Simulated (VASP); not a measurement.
A run of VASP 6.6.1 is set up as follows.

Contents of INCAR:

```
SYSTEM = CdSe
ALGO = Normal
EDIFF = 1E-6
ENCUT = 500
GGA = PS
GGA_COMPAT = .FALSE.
ISIF = 2
ISMEAR = -1
LASPH = .TRUE.
LCHARG = .FALSE.
LREAL = .FALSE.
LWAVE = .FALSE.
NBANDS = 16
NELM = 120
PREC = Accurate
SIGMA = 0.05
```

File KPOINTS:

```
k-points
0
G
  6 6 6
  0 0 0
```

File POSCAR:

```
CdSe
1.0
    0.0000000000      2.8835061034      2.8835061034
    2.8835061034      0.0000000000      2.8835061034
    2.8835061034      2.8835061034      0.0000000000
Cd Se
1 1
Direct
    0.0000000000      0.0000000000      0.0000000000
    0.5000000000      0.5000000000      0.5000000000
```

Potentials or basis: VASP PAW PBE potentials, release 64 (Cd, Se).

Command:

```sh
$ cat potpaw_PBE.64/Cd/POTCAR potpaw_PBE.64/Se/POTCAR > POTCAR
$ mpirun -np 1 vasp_std > vasp.out
```

Question: Estimate the band gap on the k mesh.

Answer: Zero (band 9 reaches 2.00 eV, above the bottom of band 10 at 1.51 eV).

Question: Predict the pressure.

Answer: -3.9 GPa.

Caveat: the PAW data sets were made with another functional, which shifts forces and pressure a little.
